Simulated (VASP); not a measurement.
# MgO (lda) (Fm-3m) in VASP: elastic constants with LDA

Aim: the elastic constants of MgO (lda) with LDA.

All numbers are computed with VASP 6.6.1; they aren't measurements. Logs are shortened: lines on timing, memory, paths and dates and some standing lists are left out, and cuts for length are marked.

## (1) The cell of the first run

It takes space group Fm-3m (No. 225, cubic). Conventional cell: a = 4.161 Å, b = 4.161 Å, c = 4.161 Å, α = 90.00°, β = 90.00°, γ = 90.00°. Mg (site symmetry m-3m) has 6 O at 2.08 Å within 2.8 Å. O (site symmetry m-3m) has 6 Mg at 2.08 Å within 2.8 Å.

## (2) Elastic constants, LDA

File INCAR:

```
PREC = Accurate
ENCUT = 600
EDIFF = 1E-8
ISMEAR = 0
SIGMA = 0.01
LREAL = F
LASPH = T
NELM = 100
ALGO = Normal
ISIF = 3
LWAVE = F
LCHARG = T
GGA = CA
NBANDS = 11
IBRION = 6
NFREE = 2
POTIM = 0.015
NSW = 1
```

File KPOINTS:

```
Automatic mesh
0
Gamma
  10 10 10
```

File POSCAR:

```
MgO
1.0
    0.0000000000      2.0803453664      2.0803453664
    2.0803453664      0.0000000000      2.0803453664
    2.0803453664      2.0803453664      0.0000000000
Mg O
1 1
Direct
    0.0000000000      0.0000000000      0.0000000000
    0.5000000000      0.5000000000      0.5000000000
```

Potentials or basis: VASP PAW LDA potentials, release 64 (Mg, O).

Run with:

```
cat potpaw_LDA.64/Mg/POTCAR potpaw_LDA.64/O/POTCAR > POTCAR
mpirun -np 1 vasp_std > vasp.out
```

OUTCAR:

```text
PREC = Accurate
   ENCUT = 600
   EDIFF = 1E-8
   ISMEAR = 0
   LREAL = F
   LASPH = T
   NELM = 100
   ISIF = 3
   GGA = CA
   IBRION = 6
   NFREE = 2
   POTIM = 0.015
   NSW = 1

 ion  position               nearest neighbor table
   1  0.000  0.000  0.000-   2 2.08   2 2.08   2 2.08   2 2.08   2 2.08   2 2.08
   2  0.500  0.500  0.500-   1 2.08   1 2.08   1 2.08   1 2.08   1 2.08   1 2.08

  LATTYP: Found a face centered cubic cell.
 ALAT       =     4.1606907328

  Lattice vectors:

 A1 = (   0.0000000000,   2.0803453664,   2.0803453664)
 A2 = (   2.0803453664,   0.0000000000,   2.0803453664)
 A3 = (   2.0803453664,   2.0803453664,   0.0000000000)

Analysis of symmetry for initial positions (statically):
=====================================================================
 Subroutine PRICEL returns:
 Original cell was already a primitive cell.

 Routine SETGRP: Setting up the symmetry group for a
 face centered cubic supercell.

 Subroutine GETGRP returns: Found 48 space group operations
 (whereof 48 operations were pure point group operations)
 out of a pool of 48 trial point group operations.

The static configuration has the point symmetry O_h .

Analysis of symmetry for dynamics (positions and initial velocities):
=====================================================================
 Subroutine PRICEL returns:
 Original cell was already a primitive cell.

 Routine SETGRP: Setting up the symmetry group for a
 face centered cubic supercell.

 Subroutine GETGRP returns: Found 48 space group operations
 (whereof 48 operations were pure point group operations)
 out of a pool of 48 trial point group operations.

The dynamic configuration has the point symmetry O_h .

 Subroutine INISYM returns: Found 48 space group operations
 (whereof 48 operations are pure point group operations),
 and found     1 'primitive' translations

----------------------------------------------------------------------------------------

[... 662 lines left out ...]
 k-point    24 :       0.4000    0.3000    0.0000
  band No.  band energies     occupation
      1     -12.6473      2.00000
      2      -0.5880      2.00000
      3       1.7788      2.00000
      4       2.0131      2.00000
      5      12.8624      0.00000
      6      13.2932      0.00000
      7      16.8783      0.00000
      8      21.5072      0.00000
      9      21.7244      0.00000
     10      28.1903      0.00000
     11      30.5986      0.00000

 [... further k-points ...]
[... 5 lines left out ...]
  --------------------------------------------------------------------------------------
  -------------------------------------------------------------------------------------
  Total       -0.2309144     -0.2411560     -0.2411560      0.0000000      0.0000000      0.0000000
  in kB      -20.5459071    -21.4571688    -21.4571688      0.0000000      0.0000000      0.0000000
  external PRESSURE =     -21.1534149 kB  Pullay stress =       0.0000000 kB
[... 17 lines left out ...]
  FREE ENERGIE OF THE ION-ELECTRON SYSTEM (eV)
  ---------------------------------------------------
  free  energy   TOTEN  =       -13.4473363651 eV

  energy  without entropy=      -13.4473363651  energy(sigma->0) =      -13.44733637

 INTERNAL STRAIN TENSORS FROM STRAINED CELLS
 ============================================

 INTERNAL STRAIN TENSOR FOR ION    1 for displacements in x,y,z  (eV/Angst):
          X           Y           Z          XY          YZ          ZX
  --------------------------------------------------------------------------------
  x    -0.00000    -0.00000    -0.00000    -0.00000    -0.00000     0.00000
  y    -0.00000    -0.00000     0.00000    -0.00000    -0.00000     0.00000
  z     0.00000     0.00000    -0.00000     0.00000     0.00000    -0.00000

 INTERNAL STRAIN TENSORS FROM DISPLACED ATOMS
 ============================================

 INTERNAL STRAIN TENSOR FOR ION    1 for displacements in x,y,z  (eV/Angst):
          X           Y           Z          XY          YZ          ZX
  --------------------------------------------------------------------------------
  x     0.00000     0.00000     0.00000     0.00000     0.00000     0.00000
  y     0.00000     0.00000     0.00000     0.00000     0.00000     0.00000
  z     0.00000     0.00000     0.00000     0.00000     0.00000     0.00000

 INTERNAL STRAIN TENSOR FOR ION    2 for displacements in x,y,z  (eV/Angst):
          X           Y           Z          XY          YZ          ZX
  --------------------------------------------------------------------------------
  x     0.00000     0.00000     0.00000     0.00000     0.00000     0.00000
  y     0.00000     0.00000     0.00000     0.00000     0.00000     0.00000
  z     0.00000     0.00000     0.00000     0.00000     0.00000     0.00000

 Eigenvectors and eigenvalues of the dynamical matrix
 ----------------------------------------------------

   1 f  =   12.403111 THz    77.931044 2PiTHz  413.723244 cm-1    51.295122 meV
             X         Y         Z           dx          dy          dz
      0.000000  0.000000  0.000000     0.000000    0.630020    0.000000
      2.080345  2.080345  2.080345     0.000000   -0.776579    0.000000
[... 21 lines left out ...]
   6 f/i=    0.000600 THz     0.003773 2PiTHz    0.020028 cm-1     0.002483 meV
             X         Y         Z           dx          dy          dz
      0.000000  0.000000  0.000000     0.000000    0.000000    0.776579
      2.080345  2.080345  2.080345     0.000000    0.000000    0.630020

--------------------------------------------------------------------------------------------------------

 ELASTIC MODULI CONTR FROM IONIC RELAXATION (kBar)
 Direction    XX          YY          ZZ          XY          YZ          ZX
 --------------------------------------------------------------------------------
 XX           0.0000      0.0000      0.0000      0.0000      0.0000      0.0000
 YY           0.0000      0.0000      0.0000      0.0000      0.0000      0.0000
 ZZ           0.0000      0.0000      0.0000      0.0000      0.0000      0.0000
 XY           0.0000      0.0000      0.0000      0.0000      0.0000      0.0000
 YZ           0.0000      0.0000      0.0000      0.0000      0.0000      0.0000
 ZX           0.0000      0.0000      0.0000      0.0000      0.0000      0.0000
 --------------------------------------------------------------------------------

 TOTAL ELASTIC MODULI (kBar)
 Direction    XX          YY          ZZ          XY          YZ          ZX
 --------------------------------------------------------------------------------
 XX        3261.6444    953.5278    953.5278      0.0000     -0.0000     -0.0000
 YY         953.5278   3261.6444    953.5278      0.0000     -0.0000      0.0000
 ZZ         953.5278    953.5278   3261.6444     -0.0000      0.0000      0.0000
 XY           0.0000      0.0000     -0.0000   1545.0756      0.0000      0.0000
 YZ          -0.0000     -0.0000      0.0000      0.0000   1545.0756      0.0000
 ZX          -0.0000      0.0000      0.0000      0.0000      0.0000   1545.0756
 --------------------------------------------------------------------------------
```

OSZICAR:

```text
N       E                     dE             d eps       ncg     rms          rms(c)
DAV:   1     0.173342035801E+02    0.17334E+02   -0.49973E+03  1114   0.726E+02
DAV:   2    -0.143877836341E+02   -0.31722E+02   -0.30587E+02  1193   0.150E+02
[... 169 lines left out ...]
DAV:   3    -0.134473355643E+02    0.63868E-03   -0.15110E-03  2562   0.324E-01    0.276E-02
DAV:   4    -0.134473400484E+02   -0.44841E-05   -0.14827E-04  2493   0.955E-02    0.195E-02
DAV:   5    -0.134473371064E+02    0.29419E-05   -0.39771E-06  2517   0.173E-02    0.958E-03
DAV:   6    -0.134473363608E+02    0.74564E-06   -0.24657E-06  2526   0.130E-02    0.110E-03
DAV:   7    -0.134473363698E+02   -0.89707E-08   -0.13603E-07  2433   0.306E-03    0.836E-04
DAV:   8    -0.134473363651E+02    0.46273E-08   -0.58996E-09  1317   0.627E-04
  17 F= -.13447336E+02 E0= -.13447336E+02  d E =-.135719E-29
```

stdout:

```text
POSCAR found type information on POSCAR MgO
 POSCAR found :  2 types and       2 ions
 scaLAPACK will be used
 LDA part: xc-table for (Slater(with rela. corr.)+CA(PZ))
 , standard interpolation
 POSCAR, INCAR and KPOINTS ok, starting setup
 FFT: planning ... GRIDC
 FFT: planning ... GRID_SOFT
 FFT: planning ... GRID
 WAVECAR not read
 entering main loop
 Found     2 degrees of freedom:
 Adding 6 more for cell shape distortion
 Finite differences POTIM= 0.01500 DOF=   8
 bond charge predicted
 Finite differences progress:
 bond charge predicted
 Finite differences progress:
 bond charge predicted
 Finite differences progress:
 bond charge predicted
 Finite differences progress:
 bond charge predicted
 Finite differences progress:
 bond charge predicted
 Finite differences progress:
 bond charge predicted
 Finite differences progress:
 bond charge predicted
 Finite differences progress:
 bond charge predicted
 Finite differences progress:
 bond charge predicted
 Finite differences progress:
 bond charge predicted
 Finite differences progress:
 bond charge predicted
 Finite differences progress:
 bond charge predicted
 Finite differences progress:
 bond charge predicted
 Finite differences progress:
 bond charge predicted
 Finite differences progress:
 bond charge predicted
 Finite differences progress:
```

It took 5.8 min on 1 thread of Intel Xeon 8259CL, shared host; peak memory 0.25 GiB.

What came out:

* Elastic constants C11, C12, C44: 326, 95, 155 GPa
* Voigt bulk modulus: 172 GPa
* Highest phonon frequency at Γ, LO-TO splitting left out: 414 cm⁻¹

Phonon frequencies in cm⁻¹ (negative: imaginary):
| q point | frequencies |
| --- | --- |
| (0.000, 0.000, 0.000) | 0 0 0 414 414 414 |

Elastic tensor in Voigt notation (GPa, in the Cartesian axes of the cell as first typed):
```
326  95  95   0   0   0
 95 326  95   0   0   0
 95  95 326   0   0   0
  0   0   0 155   0   0
  0   0   0   0 155   0
  0   0   0   0   0 155
```

Clamped-ion elastic tensor (GPa):
```
326  95  95   0   0   0
 95 326  95   0   0   0
 95  95 326   0   0   0
  0   0   0 155   0   0
  0   0   0   0 155   0
  0   0   0   0   0 155
```

Caveat: the cell is under stress, which shifts elastic constants.
